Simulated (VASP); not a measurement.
A run of VASP 6.6.1 is set up as follows.

Contents of INCAR:

```
PREC = Accurate
ENCUT = 500
EDIFF = 1E-6
ISMEAR = 0
SIGMA = 0.1
LREAL = F
LASPH = T
NELM = 200
ALGO = Normal
ISIF = 2
LWAVE = F
LCHARG = F
GGA = PE
NBANDS = 13
GGA_COMPAT = F
LMAXMIX = 6
```

Contents of KPOINTS:

```
Automatic mesh
0
Gamma
  6 6 4
```

Contents of POSCAR:

```
ErB
1.0
    2.8805672100      0.0000000000      0.0000000000
    0.0000000000      2.8805672100      0.0000000000
    0.0000000000      0.0000000000      3.9487777300
Er B
1 1
Direct
    0.0000000000      0.0000000000      0.0000000000
    0.5000000000      0.5000000000      0.5000000000
```

Potentials or basis: VASP PAW PBE potentials, release 64 (Er_3, B), 4f in core.

Launch:

```bash
$ cat potpaw_PBE.64/Er_3/POTCAR potpaw_PBE.64/B/POTCAR > POTCAR
$ mpirun -np 1 vasp_std > vasp.out
```

Q: What does it give for the band gap on the k mesh?

A: Zero (bands 6 and 7 overlap by 3.02 eV).

Q: What does it give for the pressure?

A: -3.1 GPa.

Stress tensor (GPa, compression positive):
```
  6.16   0.00   0.00
  0.00   6.16   0.00
  0.00   0.00 -21.49
```

Caveat: the k points lie up to 0.40 Å⁻¹ apart, too coarse for converged energies and pressures of a metal; spin-orbit coupling is left out, which moves the levels of the heavy elements; the 4f electrons are frozen in the core, so they carry no moment and show no levels. Spin polarisation is off, so any magnetic state and its effect on volume and gap are missing.
